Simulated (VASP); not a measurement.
The system is SiC (Moissanite 6H).

```
CELL_PARAMETERS angstrom
3.11550 0.00000 0.00000
-1.55775 2.69810 0.00000
0.00000 0.00000 15.27047
ATOMIC_POSITIONS crystal
Si 0.66667 0.33333 0.45830
Si 0.33333 0.66667 0.95830
Si 0.66667 0.33333 0.79170
Si 0.33333 0.66667 0.29170
Si 0.00000 0.00000 0.62500
Si 0.00000 0.00000 0.12500
C 0.66667 0.33333 0.33330
C 0.33333 0.66667 0.83330
C 0.66667 0.33333 0.66670
C 0.33333 0.66667 0.16670
C 0.00000 0.00000 0.50000
C 0.00000 0.00000 0.00000
```

Base run:

```yaml
Program: VASP 6.6.1
Functional: BLYP
Potentials_or_basis: VASP PAW PBE potentials, release 64 (Si, C)
Cutoff: 520 eV
k_mesh: 10 × 10 × 2
Occupations: fermi-dirac, width 0.05 eV
Spin: no spin polarisation
```

Its results: band gap on the k mesh 2.33 eV, indirect (least direct gap 3.42 eV); pressure 1.2 GPa; largest force 0.139 eV/Å.

Task: After a change of settings the same cell gave: band gap on the k mesh 1.91 eV, indirect (least direct gap 3.01 eV); pressure -6.8 GPa; largest force 0.140 eV/Å. Which change was it?
A. functional from BLYP to PBE exchange alone; further incar settings from ALGO = Normal; EDIFF = 1e-07; NBANDS = 36 to ALGO = Normal; EDIFF = 1e-06; NBANDS = 36
B. functional from BLYP to PBEsol
C. further incar settings from ALGO = Normal; EDIFF = 1e-07; NBANDS = 36 to ALGO = Normal; EDIFF = 1e-06; NBANDS = 36; dispersion from none to D4
D. functional from BLYP to PBE; further incar settings from ALGO = Normal; EDIFF = 1e-07; NBANDS = 36 to ALGO = Normal; EDIFF = 1e-06; NBANDS = 36

Result: B.

PBEsol binds more tightly than BLYP, so the same cell stands under less pressure.

Caveats: the PAW data sets were made with another functional, which shifts forces and pressure a little.
